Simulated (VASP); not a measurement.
Input of a VASP 6.6.1 run:

File INCAR:

```
SYSTEM = P4C
PREC = Accurate
ENCUT = 600
EDIFF = 1E-6
ISMEAR = 0
SIGMA = 0.1
LREAL = .FALSE.
LASPH = .TRUE.
NELM = 80
ALGO = Normal
ISIF = 3
LWAVE = .FALSE.
LCHARG = .FALSE.
GGA = PE
IBRION = 2
NSW = 90
EDIFFG = -0.04
```

Contents of KPOINTS:

```
regular mesh
0
G
  6 6 6
  0 0 0
```

File POSCAR:

```
P4C
1.0
   -2.5632922801      2.5632922801      2.5632922801
    2.5632922801     -2.5632922801      2.5632922801
    2.5632922801      2.5632922801     -2.5632922801
P C
4 1
Direct
    0.0000000000      0.0000000000      0.5000000000
    0.5000000000      0.0000000000      0.0000000000
    0.0000000000      0.5000000000      0.0000000000
    0.5000000000      0.5000000000      0.5000000000
    0.0000000000      0.0000000000      0.0000000000
```

Potentials or basis: VASP PAW PBE potentials, release 64 (P, C).

Launch:

```sh
$ cat potpaw_PBE.64/P/POTCAR potpaw_PBE.64/C/POTCAR > POTCAR
$ mpirun -np 1 vasp_std > vasp.out
```

Task: Predict the relaxed volume.

Result: 13.24 Å³/atom.

Task: Estimate the relaxed cell.

Result: a = 4.414 Å, b = 4.414 Å, c = 4.414 Å, α = 109.47°, β = 109.47°, γ = 109.47°.

Task: What does it give for the space group after relaxing (to 0.05 Å)?

Result: Im-3m (No. 229).

The path:
```tsv
step	energy change (eV)	largest force (eV/Å)	pressure (GPa)	volume (Å³)
1	0.0000	0.0000	-1.41	67.37
2	-0.0035	0.0000	0.45	66.22
```
